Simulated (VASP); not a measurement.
The system is Ge.

```
Ge
1.0
     0.00000    2.12674    2.12674
     2.12674    0.00000    2.12674
     2.12674    2.12674    0.00000
Ge
1
Direct
  0.00000 0.00000 0.00000
```

- Program: VASP 6.6.1
- Task: relaxation of cell and atoms
- Functional: revPBE
- Potentials or basis: VASP PAW PBE potentials, release 64 (Ge_d)
- Cutoff: 600 eV
- k mesh: 13 × 13 × 13
- Occupations: fermi-dirac, width 0.1 eV
- Spin: no spin polarisation

At the start: pressure 2.1 GPa; volume 19.24 Å³/atom.

Q: How do energy, volume and symmetry change on relaxing?

A: Over 5 steps the energy falls by 4.7 meV/atom and the volume is 19.93 Å³/atom (+3.6 %); space group Fm-3m (No. 225, to 0.05 Å).

The path:
| step | energy change (eV) | largest force (eV/Å) | pressure (GPa) | volume (Å³) |
| --- | --- | --- | --- | --- |
| 1 | 0.0000 | 0.0000 | 2.10 | 19.24 |
| 2 | -0.0047 | 0.0000 | 0.13 | 19.95 |
| 3 | -0.0046 | 0.0000 | -0.17 | 20.01 |
| 4 | -0.0047 | 0.0000 | -0.13 | 19.98 |
| 5 | -0.0047 | 0.0000 | -0.01 | 19.93 |

Final structure:
```cif
data_structure
_symmetry_space_group_name_H-M 'P 1'
_symmetry_Int_Tables_number 1
_cell_length_a 3.0431
_cell_length_b 3.0431
_cell_length_c 3.0431
_cell_angle_alpha 60.000
_cell_angle_beta 60.000
_cell_angle_gamma 60.000
_cell_volume 19.93
loop_
_atom_site_label
_atom_site_type_symbol
_atom_site_fract_x
_atom_site_fract_y
_atom_site_fract_z
_atom_site_occupancy
Ge1 Ge 0.00000 0.00000 0.00000 1
```

Caveat: the PAW data sets were made with another functional, which shifts forces and pressure a little.
